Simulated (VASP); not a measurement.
# Zn3Cd2S5 in VASP: further runs, part 2 of 2

VASP 6.6.1.

### Step 4. Single point, PBE

INCAR reads:

```
PREC = Accurate
ENCUT = 520
EDIFF = 1E-6
ISMEAR = 0
SIGMA = 0.1
LREAL = F
LASPH = T
NELM = 60
ALGO = Normal
ISIF = 2
LWAVE = F
LCHARG = F
GGA = PE
NBANDS = 56
```

KPOINTS reads:

```
Automatic mesh
0
Gamma
  4 4 4
```

POSCAR reads:

```
Zn3Cd2S5
1.0
    0.0002907772     -3.9741908234     -0.0002520175
    3.9741811149     -0.0002999680     -0.0001113028
   -1.9871532284      1.9862095320     14.1773539712
Zn Cd S
3 2 5
Direct
    0.5922115237      0.5922446386      0.1844733163
    0.0000203093      0.0000224747     -0.0000042136
    0.4077613777      0.4077880182      0.8155263237
    0.8059381130      0.8058560841      0.6116756705
    0.1940532959      0.1940799224      0.3883233282
    0.2500640352      0.7499429289      0.4999967082
    0.6379670899      0.1380413452      0.2760932833
    0.0460699855      0.5461200206      0.0921902842
    0.4539396837      0.9539350462      0.9078197663
    0.8619745864      0.3619695211      0.7239055328
```

Potentials or basis: VASP PAW PBE potentials, release 64 (Zn, Cd, S).

Command:

```console
cat potpaw_PBE.64/Zn/POTCAR potpaw_PBE.64/Cd/POTCAR potpaw_PBE.64/S/POTCAR > POTCAR
mpirun -np 1 vasp_std > vasp.out
```

OUTCAR:

```text
PREC = Accurate
   ENCUT = 520
   EDIFF = 1E-6
   ISMEAR = 0
   LREAL = F
   LASPH = T
   NELM = 60
   ISIF = 2
   GGA = PE

 ion  position               nearest neighbor table
   1  0.592  0.592  0.184-   7 2.37   7 2.37   8 2.38   8 2.38
   2  0.000  0.000  1.000-   9 2.38   9 2.38   8 2.38   8 2.38
   3  0.408  0.408  0.816-  10 2.37  10 2.37   9 2.38   9 2.38
   4  0.806  0.806  0.612-   6 2.54   6 2.54  10 2.55  10 2.55
   5  0.194  0.194  0.388-   6 2.54   6 2.54   7 2.55   7 2.55
   6  0.250  0.750  0.500-   4 2.54   5 2.54   5 2.54   4 2.54
   7  0.638  0.138  0.276-   1 2.37   1 2.37   5 2.55   5 2.55
   8  0.046  0.546  0.092-   2 2.38   2 2.38   1 2.38   1 2.38
   9  0.454  0.954  0.908-   2 2.38   2 2.38   3 2.38   3 2.38
  10  0.862  0.362  0.724-   3 2.37   3 2.37   4 2.55   4 2.55

  LATTYP: Found a base centered monoclinic cell.
 ALAT       =     5.6199299788
 B/A-ratio  =     1.0001486584
 C/A-ratio  =     2.9349588708
 COS(beta)  =    -0.5110997559

  Lattice vectors:

 A1 = (   3.9741811149,  -0.0002999680,  -0.0001113028)
 A2 = (  -0.0002907772,   3.9741908234,   0.0002520175)
 A3 = (  -5.9607527889,  -5.9618721468,  14.1769612390)

Analysis of symmetry for initial positions (statically):
=====================================================================
 Subroutine PRICEL returns:
 Original cell was already a primitive cell.

 Routine SETGRP: Setting up the symmetry group for a
 base centered monoclinic supercell.

 Subroutine GETGRP returns: Found  1 space group operations
 (whereof  1 operations were pure point group operations)
 out of a pool of  4 trial point group operations.

The static configuration has the point symmetry C_1 .

Analysis of symmetry for dynamics (positions and initial velocities):
=====================================================================
 Subroutine PRICEL returns:
 Original cell was already a primitive cell.

 Routine SETGRP: Setting up the symmetry group for a
 base centered monoclinic supercell.

[... 149 lines left out ...]
   LEPSILON=     F    determine dielectric tensor
   LRPA    =     F    only Hartree local field effects (RPA)
 non-spin polarized calculation
 Gauss-broadening in eV      SIGMA  =   0.10
  energy-cutoff  :      520.00
  volume of cell :      223.92
 maximum number of plane-waves:      6124
 NGX is ok and might be reduce to    30
   NGX = 15   NGY = 15   NGZ = 53

 number of electron      90.0000002 magnetization

 Free energy of the ion-electron system (eV)
  ---------------------------------------------------
  ext. energy  EPLUGINS =         0.00000000
  ---------------------------------------------------
  free energy    TOTEN  =       -32.62957189 eV

  energy without entropy =      -32.62957189  energy(sigma->0) =      -32.62957189

 E-fermi :   2.0201     XC(G=0):  -9.2871

 val. band max:        1.5347532009   @ k =   0.0000   0.0000   0.0000
 cond. band min:       2.9870947401   @ k =   0.0000   0.0000   0.0000
 fundamental gap:      1.4523415392
 Fermi energy:         2.0200859211

 k-point     1 :       0.0000    0.0000    0.0000
  band No.  band energies     occupation
      1     -11.1996      2.00000
      2     -10.8684      2.00000
      3     -10.6739      2.00000
      4     -10.3494      2.00000
      5     -10.2115      2.00000
      6      -6.1622      2.00000
[... 1405 lines left out ...]
     55       8.4128      0.00000
     56       8.4846      0.00000

 [... further k-points ...]

------------------------ aborting loop because EDIFF is reached ----------------------------------------

  FORCE on cell =-STRESS in cart. coord.  units (eV):
  Direction    XX          YY          ZZ          XY          YZ          ZX
  --------------------------------------------------------------------------------------
  -------------------------------------------------------------------------------------
  Total        0.2960851      0.2967682      0.3119083      0.0030214      0.0000367      0.0013072
  in kB        2.1185621      2.1234495      2.2317810      0.0216191      0.0002624      0.0093537
  external PRESSURE =       2.1579309 kB  Pullay stress =       0.0000000 kB

 VOLUME and BASIS-vectors are now :
 -----------------------------------------------------------------------------
  energy-cutoff  :      520.00
  volume of cell :      223.92
      direct lattice vectors                 reciprocal lattice vectors
     0.000290777 -3.974190823 -0.000252018    -0.000018005 -0.251625786  0.035249579
     3.974181115 -0.000299968 -0.000111303     0.251625153  0.000016174  0.035266497
    -1.987153228  1.986209532 14.177353971     0.000001975 -0.000004473  0.070535927

 POSITION                                       TOTAL-FORCE (eV/Angst)
 -----------------------------------------------------------------------------------
      1.98728     -1.98734      2.61513         0.000110     -0.000214     -0.000040
     -1.98706      1.98612     14.17729        -0.000053     -0.000014      0.000944
      0.00017     -0.00084     11.56186        -0.000451      0.000001      0.000335
      1.98736     -1.98828      8.67165        -0.000590      0.000954      0.001107
     -0.00029      0.00003      5.50533         0.000726     -0.000759     -0.001696
      1.98691     -0.00093      7.08848        -0.000004     -0.000194      0.000494
      0.00015     -1.98707      3.91410         0.000116      0.000054     -0.023250
      1.98720     -0.00015      1.30694        -0.000031     -0.000316      0.000698
      1.98727     -0.00121     12.87026        -0.000070      0.000419     -0.002172
      0.00027     -1.98793     10.26281         0.000247      0.000069      0.023580
 -----------------------------------------------------------------------------------
    total drift:                               -0.000014     -0.000017      0.000024

  FREE ENERGIE OF THE ION-ELECTRON SYSTEM (eV)
  ---------------------------------------------------
  free  energy   TOTEN  =       -32.6295718879 eV

  energy  without entropy=      -32.6295718879  energy(sigma->0) =      -32.62957189
```

OSZICAR:

```text
N       E                     dE             d eps       ncg     rms          rms(c)
DAV:   1     0.808045030101E+03    0.80805E+03   -0.41276E+04  4032   0.175E+03
DAV:   2     0.720828161449E+02   -0.73596E+03   -0.70557E+03  4048   0.442E+02
DAV:   3    -0.301334204646E+02   -0.10222E+03   -0.10030E+03  4552   0.154E+02
DAV:   4    -0.349866304423E+02   -0.48532E+01   -0.48301E+01  4768   0.335E+01
DAV:   5    -0.350707869108E+02   -0.84156E-01   -0.84111E-01  4736   0.453E+00    0.156E+01
DAV:   6    -0.325914485815E+02    0.24793E+01   -0.48141E+00  5848   0.348E+01    0.121E+01
DAV:   7    -0.327316905090E+02   -0.14024E+00   -0.53883E+00  4704   0.914E+00    0.484E+00
DAV:   8    -0.326264303064E+02    0.10526E+00   -0.65191E-01  5080   0.574E+00    0.110E+00
DAV:   9    -0.326280725657E+02   -0.16423E-02   -0.68715E-02  4680   0.233E+00    0.303E-01
DAV:  10    -0.326288834010E+02   -0.81084E-03   -0.48867E-03  4664   0.715E-01    0.214E-01
DAV:  11    -0.326292909871E+02   -0.40759E-03   -0.62555E-04  4720   0.448E-01    0.121E-01
DAV:  12    -0.326295633006E+02   -0.27231E-03   -0.47896E-04  4536   0.134E-01    0.264E-02
DAV:  13    -0.326295645278E+02   -0.12272E-05   -0.39914E-05  5448   0.741E-02    0.166E-02
DAV:  14    -0.326295703169E+02   -0.57891E-05   -0.17817E-05  5072   0.259E-02    0.604E-03
DAV:  15    -0.326295714015E+02   -0.10846E-05   -0.41490E-06  4560   0.112E-02    0.431E-03
DAV:  16    -0.326295718879E+02   -0.48641E-06   -0.60874E-07  3064   0.176E-02
   1 F= -.32629572E+02 E0= -.32629572E+02  d E =-.102454E-12
```

It took 7.7 min on 1 thread of Intel Xeon Platinum 8259CL at 2.50GHz (Skylake/Cascade Lake), shared host; peak memory 0.52 GiB.

Results:

- Free energy: -32.6296 eV
- Pressure: 0.2 GPa
- Largest force: 0.024 eV/Å
- Band gap on the k mesh: 1.45 eV, direct

Forces in eV/Å, atoms in the order of the input:
```
Zn   0.000  0.000  0.000
Zn   0.000  0.000  0.001
Zn   0.000  0.000  0.000
Cd  -0.001  0.001  0.001
Cd   0.001 -0.001 -0.002
S    0.000  0.000  0.000
S    0.000  0.000 -0.023
S    0.000  0.000  0.001
S    0.000  0.000 -0.002
S    0.000  0.000  0.024
```

A k mesh can miss the band edges. Expect the measured gap to be larger: semilocal functionals such as PBE lack the derivative discontinuity.

### Step 5. Summary

| cell | k mesh | gap on the mesh (eV) | pressure (GPa) | largest force (eV/Å) |
| --- | --- | --- | --- | --- |
| a = 3.962, b = 3.962, c = 14.513 Å, angles 97.8, 97.8, 90.0°, 10 atoms | 4 × 4 × 4 | 1.45 | 0.3 | 0.03 |
| a = 14.068 Å, angles 164.1, 164.1, 22.6°, 10 atoms | 6 × 6 × 6 | 1.66 | 6.3 | 1.90 |
| a = 3.974, b = 3.974, c = 14.453 Å, angles 97.9, 97.9, 90.0°, 10 atoms | 4 × 4 × 4 | 1.45 | 0.2 | 0.02 |

Alike in all rows: task single point; level PBE; potentials or basis VASP PAW PBE potentials, release 64 (Zn, Cd, S); no spin polarisation; cutoff (eV) 520; smearing gaussian 0.1 eV.

Caveats: forces of over 1 eV/Å act on the atoms, so gaps and moduli don't describe the material at rest (some runs).

Absolute energies hang on the potentials; compare differences alone.
